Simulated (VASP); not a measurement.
# Ir in VASP: single point with r2SCAN

Aim: the single point of Ir with r2SCAN.

Everything below comes from runs of VASP 6.6.1. Logs are shortened: lines on timing, memory, paths and dates and some standing lists are left out, and cuts for length are marked.

### 1 The cell of the first run

The cell holds a slab with vacuum, 5 atoms: a = 2.719 Å, b = 2.719 Å, c = 23.691 Å, α = 90.00°, β = 90.00°, γ = 90.00°.

### 2 Single point, r2SCAN

Contents of POSCAR:

```
Ir
1.0
    2.7193252057      0.0000000000      0.0000000000
    0.0000000000      2.7193252057      0.0000000000
    0.0000000000      0.0000000000     23.6914000000
Ir
5
Direct
    0.0000000000      0.0000000000      0.3415988697
    0.5000000000      0.5000000000      0.4179302406
    0.0000000000      0.0000000000      0.5000000001
    0.5000000000      0.5000000000      0.5820697594
    0.0000000000      0.0000000000      0.6584011301
```

Contents of INCAR.step1:

```
  ALGO = Normal
  DIPOL = 0.5 0.5 0.500
  EDIFF = 1E-5
  ENCUT = 460
  GGA = PE
  GGA_COMPAT = False
  IDIPOL = 3
  ISMEAR = -1
  LASPH = True
  LCHARG = False
  LDIPOL = True
  LREAL = False
  LWAVE = True
  NBANDS = 50
  NELM = 120
  NELMDL = -8
  PREC = Accurate
  SIGMA = 0.1
```

Contents of INCAR.step2:

```
  ALGO = Normal
  DIPOL = 0.5 0.5 0.500
  EDIFF = 1E-6
  ENCUT = 460
  GGA_COMPAT = False
  IDIPOL = 3
  ISIF = 2
  ISMEAR = -1
  ISTART = 1
  LASPH = True
  LCHARG = False
  LDIPOL = True
  LMIXTAU = True
  LREAL = False
  LWAVE = False
  METAGGA = R2SCAN
  NBANDS = 50
  NELM = 120
  PREC = Accurate
  SIGMA = 0.1
```

Contents of KPOINTS:

```
k-points
0
Gamma
  15 15 1
```

Potentials or basis: VASP PAW PBE potentials, release 64 (Ir_sv_GW).

Started as:

```bash
cat potpaw_PBE.64/Ir_sv_GW/POTCAR > POTCAR
cp INCAR.step1 INCAR
mpirun -np 1 vasp_std > vasp.out
cp INCAR.step2 INCAR
mpirun -np 1 vasp_std > vasp.out
```

OUTCAR:

```text
EDIFF = 1E-6
   ENCUT = 460
   ISIF = 2
   ISMEAR = -1
   ISTART = 1
   LASPH = True
   LREAL = False
   METAGGA = R2SCAN
   NELM = 120
   PREC = Accurate

 ion  position               nearest neighbor table
   1  0.000  0.000  0.342-   2 2.64   2 2.64   2 2.64   2 2.64
   2  0.500  0.500  0.418-   1 2.64   1 2.64   1 2.64   1 2.64   3 2.73   3 2.73   3 2.73   3 2.73

   3  0.000  0.000  0.500-   4 2.73   4 2.73   4 2.73   4 2.73   2 2.73   2 2.73   2 2.73   2 2.73

   4  0.500  0.500  0.582-   5 2.64   5 2.64   5 2.64   5 2.64   3 2.73   3 2.73   3 2.73   3 2.73

   5  0.000  0.000  0.658-   4 2.64   4 2.64   4 2.64   4 2.64

  LATTYP: Found a simple tetragonal cell.
 ALAT       =     2.7193252057
 C/A-ratio  =     8.7122349141

  Lattice vectors:

 A1 = (   2.7193252057,   0.0000000000,   0.0000000000)
 A2 = (   0.0000000000,   2.7193252057,   0.0000000000)
 A3 = (   0.0000000000,   0.0000000000,  23.6914000000)

Analysis of symmetry for initial positions (statically):
=====================================================================
 Subroutine PRICEL returns:
 Original cell was already a primitive cell.

 Routine SETGRP: Setting up the symmetry group for a
 simple tetragonal supercell.

 Subroutine GETGRP returns: Found 16 space group operations
 (whereof 16 operations were pure point group operations)
 out of a pool of 16 trial point group operations.

The static configuration has the point symmetry D_4h.

Analysis of symmetry for dynamics (positions and initial velocities):
=====================================================================
 Subroutine PRICEL returns:
 Original cell was already a primitive cell.

 Routine SETGRP: Setting up the symmetry group for a
 simple tetragonal supercell.

 Subroutine GETGRP returns: Found 16 space group operations
 (whereof 16 operations were pure point group operations)
 out of a pool of 16 trial point group operations.

The dynamic configuration has the point symmetry D_4h.

 Subroutine INISYM returns: Found 16 space group operations
 (whereof 16 operations are pure point group operations),
 and found     1 'primitive' translations

----------------------------------------------------------------------------------------

                                     Primitive cell

  volume of cell :     175.1915

  direct lattice vectors                    reciprocal lattice vectors
     2.719325206  0.000000000  0.000000000     0.367738290  0.000000000  0.000000000
     0.000000000  2.719325206  0.000000000     0.000000000  0.367738290  0.000000000
     0.000000000  0.000000000 23.691400000     0.000000000  0.000000000  0.042209409

  length of vectors
     2.719325206  2.719325206 23.691400000     0.367738290  0.367738290  0.042209409

  position of ions in fractional coordinates (direct lattice)
     0.000000000  0.000000000  0.341598870
     0.500000000  0.500000000  0.417930241
     0.000000000  0.000000000  0.500000000
     0.500000000  0.500000000  0.582069759
     0.000000000  0.000000000  0.658401130

  ion indices of the primitive-cell ions
   primitive index   ion index
                 1           1
                 2           2
                 3           3
                 4           4
                 5           5

----------------------------------------------------------------------------------------

 KPOINTS: k-points

Automatic generation of k-mesh.
 Grid dimensions read from file:
 generate k-points for:   15   15    1

 Generating k-lattice:

  Cartesian coordinates                     Fractional coordinates (reciprocal lattice)
     0.024515886  0.000000000  0.000000000     0.066666667  0.000000000  0.000000000
     0.000000000  0.024515886  0.000000000     0.000000000  0.066666667  0.000000000
     0.000000000  0.000000000  0.042209409     0.000000000  0.000000000  1.000000000

  Length of vectors
     0.024515886  0.024515886  0.042209409

  Shift w.r.t. Gamma in fractional coordinates (k-lattice)
     0.000000000  0.000000000  0.000000000

 Subroutine IBZKPT returns following result:
 ===========================================

 Found     36 irreducible k-points:

 Following reciprocal coordinates:
            Coordinates               Weight
  0.000000  0.000000  0.000000      1.000000
  0.066667  0.000000  0.000000      4.000000
  0.133333  0.000000  0.000000      4.000000
  0.200000  0.000000  0.000000      4.000000
  0.266667  0.000000  0.000000      4.000000
  0.333333  0.000000  0.000000      4.000000
[... 16 lines left out ...]
  0.266667  0.200000  0.000000      8.000000
  0.333333  0.200000  0.000000      8.000000
 [... further k-points ...]
   k-points           NKPTS =     36   k-points in BZ     NKDIM =     36   number of bands    NBANDS=     50
   number of dos      NEDOS =    301   number of ions     NIONS =      5
   total plane-waves  NPLWV =  67200
   dimension x,y,z NGX =    20 NGY =   20 NGZ =  168
   dimension x,y,z NGXF=    40 NGYF=   40 NGZF=  336
   ions per type =               5
   NGX,Y,Z   is equivalent  to a cutoff of  12.23, 12.23, 11.79 a.u.
   NGXF,Y,Z  is equivalent  to a cutoff of  24.45, 24.45, 23.58 a.u.
 SYSTEM =  unknown system
   PREC   = accura    normal or accurate (medium, high low for compatibility)
   ISTART =      1    job   : 0-new  1-cont  2-samecut
   ICHARG =      0    charge: 1-file 2-atom 10-const
   ISPIN  =      1    spin polarized calculation?
   LNONCOLLINEAR =      F non collinear calculations
   LSORBIT =      F    spin-orbit coupling
   LASPH  =      T    aspherical Exc in radial PAW
   ENCUT  =  460.0 eV  33.81 Ry    5.81 a.u.   4.76  4.76 41.43*2*pi/ulx,y,z
   NELM   =    120;   NELMIN=  2; NELMDL=  0     # of ELM steps
   EDIFF  = 0.1E-05   stopping-criterion for ELM
   LREAL  =      F    real-space projection
   EDIFFG = 0.1E-04   stopping-criterion for IOM
   NSW    =      0    number of steps for IOM
   IBRION =     -1    ionic relax: 0-MD 1-quasi-New 2-CG
   NFREE  =      0    steps in history (QN), initial steepest desc. (CG)
   ISIF   =      2    stress and relaxation
   ISYM   =      2    0-nonsym 1-usesym 2-fastsym
   POTIM  = 0.5000    time-step for ionic-motion
   TEBEG  =    0.0;   TEEND  =   0.0 temperature during run
   PSTRESS=    0.0 pullay stress
   NELECT =      85.0000    total number of electrons
   NUPDOWN=      -1.0000    fix difference up-down
   EMIN   =  10.00;   EMAX   =-10.00  energy-range for DOS
   EFERMI =   0.00;   METHOD = LEGACY
   ISMEAR =    -1;   SIGMA  =   0.10  broadening in eV -4-tet -1-fermi 0-gaus
   EFERMI_NEDOS =   21; number of points for ismear=-14 and -15
   IALGO  =     38    algorithm
   IMIX   =      4    mixing-type and parameters
     AMIX     =   0.40;   BMIX     =  1.00
     AMIX_MAG =   1.60;   BMIX_MAG =  1.00
  volume/ion in A,a.u.               =      35.04       236.45
  Fermi-wavevector in a.u.,A,eV,Ry     =   1.286402  2.430948 22.515340  1.654831
  Thomas-Fermi vector in A             =   2.418479
   LORBIT       =      0    0 simple, 1 ext, 2 COOP (PROOUT), +10 PAW based schemes
   METAGGA = R2SCAN    functional components
   LHFCALC =     F    Hartree Fock is set to
   AEXX    =    0.0000 exact exchange contribution
   IVDW    =     0    specifies the selected vdW correction
   LEPSILON=     F    determine dielectric tensor
   LRPA    =     F    only Hartree local field effects (RPA)
 non-spin polarized calculation
  energy-cutoff  :      460.00
  volume of cell :      175.19
 maximum number of plane-waves:      3952
 NGX is ok and might be reduce to    20
   NGX =  9   NGY =  9   NGZ = 83

 number of electron      85.0000000 magnetization

 dipolmoment           0.000000      0.000000      0.000000 electrons x Angstroem

 Free energy of the ion-electron system (eV)
  ---------------------------------------------------
  ext. energy  EPLUGINS =         0.00000000
  ---------------------------------------------------
  free energy    TOTEN  =      -261.70462698 eV

  energy without entropy =     -261.54247205  energy(sigma->0) =     -261.62354951

 E-fermi :   1.7099     XC(G=0):  -7.2047

 val. band max:        1.7033713367   @ k =   0.2000   0.0667   0.0000
 cond. band min:       1.7143538192   @ k =   0.4667   0.0000   0.0000
 fundamental gap:      0.0109824825
 Fermi energy:         1.7099332714

 k-point     1 :       0.0000    0.0000    0.0000
  band No.  band energies     occupation
      1     -93.3810      2.00000
      2     -93.3772      2.00000
      3     -93.1089      2.00000
      4     -92.5203      2.00000
      5     -92.5202      2.00000
      6     -49.8696      2.00000
[... 42 lines left out ...]
     49       3.0498      0.00000
     50       3.0498      0.00000

 k-point     2 :       0.0667    0.0000    0.0000
  band No.  band energies     occupation
      1     -93.3797      2.00000
      2     -93.3761      2.00000
      3     -93.1080      2.00000
      4     -92.5193      2.00000
      5     -92.5193      2.00000
      6     -49.8637      2.00000
[... 42 lines left out ...]
     49       3.1062      0.00000
     50       3.2757      0.00000

 k-point     3 :       0.1333    0.0000    0.0000
  band No.  band energies     occupation
      1     -93.3761      2.00000
      2     -93.3730      2.00000
      3     -93.1055      2.00000
      4     -92.5165      2.00000
      5     -92.5165      2.00000
      6     -49.8470      2.00000
[... 42 lines left out ...]
     49       3.1228      0.00000
     50       4.2562      0.00000

 k-point     4 :       0.2000    0.0000    0.0000
  band No.  band energies     occupation
      1     -93.3708      2.00000
      2     -93.3684      2.00000
      3     -93.1018      2.00000
      4     -92.5124      2.00000
      5     -92.5124      2.00000
      6     -49.8261      2.00000
[... 999 lines left out ...]
 k-point    23 :       0.2667    0.2000    0.0000
  band No.  band energies     occupation
      1     -93.3556      2.00000
      2     -93.3545      2.00000
      3     -93.0898      2.00000
      4     -92.4995      2.00000
      5     -92.4995      2.00000
      6     -49.7706      2.00000
[... 42 lines left out ...]
     49       5.2949      0.00000
     50       7.2150      0.00000

 k-point    24 :       0.3333    0.2000    0.0000
  band No.  band energies     occupation
      1     -93.3501      2.00000
      2     -93.3495      2.00000
      3     -93.0856      2.00000
      4     -92.4949      2.00000
      5     -92.4949      2.00000
      6     -49.8334      2.00000
[... 42 lines left out ...]
     49       5.9308      0.00000
     50       7.8364      0.00000

 [... further k-points ...]

------------------------ aborting loop because EDIFF is reached ----------------------------------------

 vacuum level on the upper side and lower side of the slab       (xc-potential included)        -0.113        -0.113

  FORCE on cell =-STRESS in cart. coord.  units (eV):
  Direction    XX          YY          ZZ          XY          YZ          ZX
  --------------------------------------------------------------------------------------
  -------------------------------------------------------------------------------------
  Total       -4.5715293     -4.5715293     -1.3321540      0.0000000     -0.0000000      0.0000000
  in kB      -41.8079687    -41.8079687    -12.1829373      0.0000000     -0.0000000      0.0000000
  external PRESSURE =     -31.9329582 kB  Pullay stress =       0.0000000 kB

 VOLUME and BASIS-vectors are now :
 -----------------------------------------------------------------------------
  energy-cutoff  :      460.00
  volume of cell :      175.19
      direct lattice vectors                 reciprocal lattice vectors
     2.719325206  0.000000000  0.000000000     0.367738290  0.000000000  0.000000000
     0.000000000  2.719325206  0.000000000     0.000000000  0.367738290  0.000000000
     0.000000000  0.000000000 23.691400000     0.000000000  0.000000000  0.042209409

 POSITION                                       TOTAL-FORCE (eV/Angst)
 -----------------------------------------------------------------------------------
      0.00000      0.00000      8.09296        -0.000000     -0.000000      0.006989
      1.35966      1.35966      9.90135         0.000000      0.000000      0.003925
      0.00000      0.00000     11.84570         0.000000      0.000000      0.000000
      1.35966      1.35966     13.79005         0.000000      0.000000     -0.003925
      0.00000      0.00000     15.59844         0.000000      0.000000     -0.006989
 -----------------------------------------------------------------------------------
    total drift:                                0.000000      0.000000      0.000019

  FREE ENERGIE OF THE ION-ELECTRON SYSTEM (eV)
  ---------------------------------------------------
  free  energy   TOTEN  =      -261.7046269761 eV

  energy  without entropy=     -261.5424720492  energy(sigma->0) =     -261.62354951

 vacuum level on the upper side and lower side of the slab         7.248         7.248
```

Run time: 15 min. Hardware: 1 thread of Intel Xeon 6975P-C (Granite Rapids), shared host; peak memory 0.38 GiB.

What came out:

```yaml
Free_energy: -261.7046 eV
Largest_force: 0.007 eV/Å
Band_gap_on_the_k_mesh: zero (an odd number of electrons rules out a gap without spin polarisation)
```

Forces in eV/Å, atoms in the order of the input:
```
Ir   0.000  0.000  0.007
Ir   0.000  0.000  0.004
Ir   0.000  0.000  0.000
Ir   0.000  0.000 -0.004
Ir   0.000  0.000 -0.007
```

Levels at points of the mesh, in eV from the Fermi level:
```tsv
k point	band 41	band 42	band 43	band 44	band 45	band 46
(0.00, 0.00, 0.00)	-1.17	-0.84	0.07	0.34	0.34	0.78
```

Caveat: the PAW data sets were made with another functional, which shifts forces and pressure a little; spin-orbit coupling is left out, which moves the levels of the heavy elements.
